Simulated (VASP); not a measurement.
Input of a VASP 6.6.1 run:

The input INCAR:

```
SYSTEM = ZnCu
PREC = Accurate
ENCUT = 700
EDIFF = 1E-6
ISMEAR = 0
SIGMA = 0.1
LREAL = .FALSE.
LASPH = .TRUE.
NELM = 120
ALGO = Normal
ISIF = 2
LWAVE = .FALSE.
LCHARG = .FALSE.
GGA = PE
NBANDS = 22
GGA_COMPAT = .FALSE.
```

Contents of KPOINTS:

```
Automatic mesh
0
G
  14 14 14
  0 0 0
```

POSCAR

```
ZnCu
1.0
    2.8692251500      0.0000000000      0.0000000000
    0.0000000000      2.8692251500      0.0000000000
    0.0000000000      0.0000000000      2.8692251500
Zn Cu
1 1
Direct
    0.5000000000      0.5000000000      0.5000000000
    0.0000000000      0.0000000000      0.0000000000
```

Potentials or basis: VASP PAW PBE potentials, release 64 (Zn, Cu_sv_GW).

Command:

```bash
$ cat potpaw_PBE.64/Zn/POTCAR potpaw_PBE.64/Cu_sv_GW/POTCAR > POTCAR
$ mpirun -np 1 vasp_std > vasp.out
```

(1) What does it give for the pressure?

(2) Estimate the band gap on the k mesh.

## Answers

(1) 11.9 GPa.

(2) zero (an odd number of electrons rules out a gap without spin polarisation).

Caveat: the cell differs from its parent crystal (strained); the cell stands under pressure.
